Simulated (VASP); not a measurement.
A run of VASP 6.6.1:

File INCAR:

```
  PREC = Accurate
  ENCUT = 600
  EDIFF = 1E-6
  ISMEAR = 0
  SIGMA = 0.1
  LREAL = F
  LASPH = T
  NELM = 80
  ALGO = Normal
  ISIF = 3
  LWAVE = F
  LCHARG = F
  GGA = PE
  IBRION = 2
  NSW = 100
  EDIFFG = -0.05
```

File KPOINTS:

```
Automatic mesh
0
Gamma
  6 6 2
```

File POSCAR:

```
GaO
1.0
    3.0748270013      0.0000000000      0.0000000000
   -1.5374135007      2.6628782954      0.0000000000
    0.0000000000      0.0000000000     13.0772611570
Ga O
4 4
Direct
    0.3333333333      0.6666666667      0.4250000000
    0.3333333333      0.6666666667      0.5750000000
    0.0000000000      0.0000000000      0.0750000000
    0.0000000000      0.0000000000      0.9250000000
    0.6666666667      0.3333333333      0.1500000000
    0.6666666667      0.3333333333      0.8500000000
    0.0000000000      0.0000000000      0.3500000000
    0.0000000000      0.0000000000      0.6500000000
```

Potentials or basis: VASP PAW PBE potentials, release 64 (Ga_d, O).

The run is started by

```bash
$ cat potpaw_PBE.64/Ga_d/POTCAR potpaw_PBE.64/O/POTCAR > POTCAR
$ mpirun -np 1 vasp_std > vasp.out
```

Hardware: 1 thread of Intel(R) Xeon(R) 6975P-C (Granite Rapids), with other jobs on the host.

Task: Estimate the wall time of this run.

Result: It took 6.4 min on 1 thread of Intel(R) Xeon(R) 6975P-C (Granite Rapids), on a shared host, peak memory 0.31 GiB. Counts: scf iterations 110, k points 14, ion steps 11.
